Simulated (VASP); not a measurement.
Wanted: the native input for a VASP 6.6.1 run.

```yaml
Task: single point
Functional: PBE
Potentials_or_basis: VASP PAW PBE potentials, release 64 (Rh_pv, N, Li_sv)
Cutoff: 520 eV
k_mesh: 10 × 10 × 5
Occupations: fermi-dirac, width 0.05 eV
Spin: no spin polarisation
Dipole_correction: no
Further_INCAR_settings: ALGO = Fast; EDIFF = 1e-06; NBANDS = 24
```

The structure of Li2RhN2 lies in POSCAR:

```
Li2RhN2
1.0
    3.2214626416      0.0000000000      0.0000000000
   -1.6107313208      2.7898684850      0.0000000000
    0.0000000000      0.0000000000      5.0759660458
Rh N Li
1 2 2
Direct
    0.0128070000      0.0109850000     -0.0116930000
    0.3451150000      0.6882240000      0.2083290000
    0.6982230000      0.3555770000      0.7964200000
    0.3383490000      0.6651990000      0.6450190000
    0.6595890000      0.3430480000      0.3623870000
```

This cell differs from its parent crystal: atoms moved at random.

One way to write it, as run:

INCAR

```
SYSTEM = Li2RhN2
ALGO = Fast ; EDIFF = 1E-6
ENCUT = 520 ; GGA = PE
ISIF = 2 ; ISMEAR = -1
LASPH = .True. ; LCHARG = .True.
LELF = .True. ; LREAL = .False.
LVHAR = .True. ; LWAVE = .False.
NBANDS = 24 ; NELM = 100
PREC = Accurate ; SIGMA = 0.05
```

KPOINTS

```
k-points
0
Gamma
  10 10 5
  0 0 0
```

Potentials or basis: VASP PAW PBE potentials, release 64 (Rh_pv, N, Li_sv).

Launch:

```console
$ cat potpaw_PBE.64/Rh_pv/POTCAR potpaw_PBE.64/N/POTCAR potpaw_PBE.64/Li_sv/POTCAR > POTCAR
$ mpirun -np 1 vasp_std > vasp.out
```

It gave:

```yaml
Largest_force: 1.019 eV/Å
Band_gap_on_the_k_mesh: zero (an odd number of electrons rules out a gap without spin polarisation)
```

Caveat: the cell differs from its parent crystal (atoms moved at random); forces of over 1 eV/Å act on the atoms, so gaps and moduli don't describe the material at rest.

Wall time 12 min on 1 thread of Oxide Virtual Turin-like Processor, on a shared host, peak memory 0.32 GiB.
